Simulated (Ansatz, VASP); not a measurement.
# LiPbF3 in VASP and in Ansatz

File POSCAR:

```
LiPbF3
1.0
    3.9305451309      0.0000000000      0.0000000000
    0.0000000000      3.9305451309      0.0000000000
    0.0000000000      0.0000000000      3.9305451309
Li Pb F
1 1 3
Direct
    0.0000000000      0.0000000000      0.0000000000
    0.5000000000      0.5000000000      0.5000000000
    0.5000000000      0.0000000000      0.0000000000
    0.0000000000      0.5000000000      0.0000000000
    0.0000000000      0.0000000000      0.5000000000
```

File INCAR.step1:

```
PREC = Accurate ; ENCUT = 520
EDIFF = 1E-5 ; ISMEAR = 0
SIGMA = 0.02 ; LREAL = False
LASPH = True ; NELM = 100
ALGO = Normal ; ISIF = 2
LWAVE = True ; NBANDS = 27
GGA = PE
```

The input INCAR.step2:

```
PREC = Accurate ; ENCUT = 520
EDIFF = 1E-7 ; ISMEAR = 0
SIGMA = 0.02 ; LREAL = False
LASPH = True ; NELM = 100
ALGO = Normal ; ISIF = 2
LWAVE = False ; LCHARG = True
GGA = PE ; LHFCALC = True
HFSCREEN = 0.2079 ; PRECFOCK = Fast
LELF = True ; LVHAR = True
NBANDS = 27 ; ISTART = 1
```

File KPOINTS:

```
regular mesh
0
Gamma
  4 4 4
```

Input for Ansatz:

```yaml
crystal:
  lattice:
    - [3.9305451309, 0.0, 0.0]
    - [0.0, 3.9305451309, 0.0]
    - [0.0, 0.0, 3.9305451309]
  atoms:
    - { symbol: Li, position: [0.0, 0.0, 0.0] }
    - { symbol: Pb, position: [0.5, 0.5, 0.5] }
    - { symbol: F, position: [0.5, 0.0, 0.0] }
    - { symbol: F, position: [0.0, 0.5, 0.0] }
    - { symbol: F, position: [0.0, 0.0, 0.5] }
basis:
  ecutwfc: 420
kpoints:
  mp_grid: { grid: [4, 4, 4] }
  band_path:
    path:
      - [[0.0, 0.0, 0.0], [0.0, 0.5, 0.0], [0.5, 0.5, 0.0], [0.0, 0.0, 0.0], [0.5, 0.5, 0.5], [0.0, 0.5, 0.0]]
      - [[0.5, 0.5, 0.5], [0.5, 0.5, 0.0]]
    npoints: 4
hamiltonian:
  xc: hse06
scf:
  occupations: { method: gaussian, width: 0.02 }
output:
  forces: true
  stress: true
  eigenvalues: true
  populations: true
  dos: { projected: true, de: 0.02 }
  bader: false
  write_density: true
  write_potential: true
  elf: true
  volumetric_format: npy
```

Alike in both runs: task single point; functional HSE06; k mesh 4 × 4 × 4; occupations gaussian, width 0.02 eV; no spin polarisation.

|  | VASP | Ansatz |
| --- | --- | --- |
| version | VASP 6.6.1 | Ansatz 0.2.0 |
| potentials or method | VASP PAW PBE potentials, release 64 (Li_sv, Pb_d, F), cutoff 520 eV | scalar-relativistic, plane waves, PAW |
| valence electrons in the cell | 38 | 38 |

VASP gave:

```
gap on the k mesh at the Fermi level (eV) : 5.28
least direct gap on the mesh (eV)         : 5.28
```

Problem. Estimate Ansatz's values.

Solution. gap on the k mesh at the Fermi level (eV): 5.29; least direct gap on the mesh (eV): 5.29.

Ansatz's warnings: stress exchange threshold loose, stress scf threshold loose.

Spin-orbit coupling is off throughout. Noted on VASP's run: the cutoff is under 1.25 times that of the potentials, so the pressure is a little rough.
